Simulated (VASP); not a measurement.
Write the native input for VASP 6.6.1 that does the following.

- Task: single point
- Functional: r2SCAN
- Potentials or basis: VASP PAW PBE potentials, release 64 (Cu)
- Cutoff: 520 eV
- k mesh: 12 × 12 × 4
- Occupations: methfessel-paxton, width 0.15 eV
- Spin: no spin polarisation
- Dipole correction: no
- Further INCAR settings: ALGO = Normal; EDIFF = 1e-07; NBANDS = 30

Crystal: Cu.

```xyz
4
Lattice="2.5308 0.0000 0.0000 -1.2654 2.1917 0.0000 0.0000 0.0000 8.2618" Properties=species:S:1:pos:R:3 pbc="T T T"
Cu    0.0000    0.0000    0.0000
Cu    0.0000    1.4611    2.0655
Cu    0.0000    0.0000    4.1309
Cu    1.2654    0.7306    6.1964
```

These files were run (other wordings do the same):

POSCAR

```
Cu
1.0
    2.5307640300      0.0000000000      0.0000000000
   -1.2653820100      2.1917059400      0.0000000000
    0.0000000000      0.0000000000      8.2618150800
Cu
4
Direct
    0.0000000000      0.0000000000      0.0000000000
    0.3333333333      0.6666666667      0.2500000000
    0.0000000000      0.0000000000      0.5000000000
    0.6666666667      0.3333333333      0.7500000000
```

INCAR.step1

```
SYSTEM = Cu
PREC     = Accurate       ! precision mode
ENCUT    = 520            ! plane-wave cutoff, eV
ISMEAR   = 1              ! smearing method
SIGMA    = 0.15           ! smearing width, eV
LREAL    = .FALSE.        ! projectors in reciprocal space
LASPH    = .TRUE.         ! aspherical terms in the spheres
NELM     = 100            ! most SCF steps
NBANDS   = 30             ! bands
GGA      = PE             ! functional
ALGO     = Normal         ! electronic algorithm
EDIFF    = 1E-4           ! SCF threshold, eV
LWAVE    = .TRUE.         ! write WAVECAR
LCHARG   = .FALSE.        ! write CHGCAR
```

INCAR.step2

```
SYSTEM = Cu
PREC     = Accurate       ! precision mode
ENCUT    = 520            ! plane-wave cutoff, eV
EDIFF    = 1E-7           ! SCF threshold, eV
ISMEAR   = 1              ! smearing method
SIGMA    = 0.15           ! smearing width, eV
LREAL    = .FALSE.        ! projectors in reciprocal space
LASPH    = .TRUE.         ! aspherical terms in the spheres
NELM     = 100            ! most SCF steps
ALGO     = Normal         ! electronic algorithm
ISIF     = 2              ! what is computed and relaxed
LWAVE    = .FALSE.        ! write WAVECAR
LCHARG   = .FALSE.        ! write CHGCAR
METAGGA  = R2SCAN         ! meta-GGA
LMIXTAU  = .TRUE.       
NBANDS   = 30             ! bands
ISTART   = 1
```

KPOINTS

```
Automatic mesh
0
G
  12 12 4
  0 0 0
```

Potentials or basis: VASP PAW PBE potentials, release 64 (Cu).

Command:

```bash
$ cat potpaw_PBE.64/Cu/POTCAR > POTCAR
$ cp INCAR.step1 INCAR
$ mpirun -np 1 vasp_std > vasp.out
$ cp INCAR.step2 INCAR
$ mpirun -np 1 vasp_std > vasp.out
```

It gave:

```
Pressure               : 0.6 GPa
Band gap on the k mesh : zero (band 22 reaches 11.31 eV, above the bottom of band 23 at 5.85 eV)
```

Caveat: the PAW data sets were made with another functional, which shifts forces and pressure a little.

Run time: 2.8 min on 1 thread of Intel(R) Xeon(R) 6975P-C (Granite Rapids) (shared host), peak memory 0.2 GiB.
